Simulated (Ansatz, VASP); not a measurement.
**C in VASP and in Ansatz**

INCAR

```
PREC = Accurate
ENCUT = 520
EDIFF = 1E-6
ISMEAR = 0
SIGMA = 0.05
LREAL = False
LASPH = True
NELM = 100
ALGO = Normal
ISIF = 2
LWAVE = False
LCHARG = False
GGA = PE
NBANDS = 11
```

Contents of KPOINTS:

```
regular mesh
0
Gamma
  12 12 12
```

The input POSCAR:

```
C
1.0
    0.0000000000      1.7011840075      1.8735139474
    1.7011840075      0.0000000000      1.8735139474
    1.7011840075      1.7011840075      0.0000000000
C
2
Direct
    0.5000000000      0.5000000000      0.5000000000
    0.7500000000      0.7500000000      0.7500000000
```

Input for Ansatz:

```yaml
crystal:
  lattice:
    - [0.0, 1.7011840075, 1.8735139474]
    - [1.7011840075, 0.0, 1.8735139474]
    - [1.7011840075, 1.7011840075, 0.0]
  atoms:
    - { symbol: C, position: [0.5, 0.5, 0.5] }
    - { symbol: C, position: [0.75, 0.75, 0.75] }
basis:
  ecutwfc: 520.0
kpoints:
  mp_grid: { grid: [12, 12, 12] }
hamiltonian:
  xc: pbe
  pseudopotentials: { kind: paw, azcp: { folder: soft_1 } }
scf:
  occupations: { method: gaussian, width: 0.05 }
output:
  forces: true
  stress: true
  eigenvalues: true
```

Alike in both runs: task single point; functional PBE; k mesh 12 × 12 × 12; occupations gaussian, width 0.05 eV; no spin polarisation.

```csv
,VASP,Ansatz
version,VASP 6.6.1,Ansatz 0.2.0
potentials or method,"VASP PAW PBE potentials, release 64 (C), cutoff 520 eV","scalar-relativistic, plane waves, PAW"
valence electrons in the cell,8,8
```

|  | VASP | Ansatz | Ansatz less VASP |
| --- | --- | --- | --- |
| gap on the k mesh at the Fermi level (eV) | 3.01 | 3.02 | +0.009 |
| least direct gap on the mesh (eV) | 4.84 | 4.85 | +0.004 |
| pressure (GPa) | 24.3 | 23.5 | -0.79 |
| traceless stress, the component that is largest in VASP (GPa) | -68.82 | -68.85 | -0.029 |
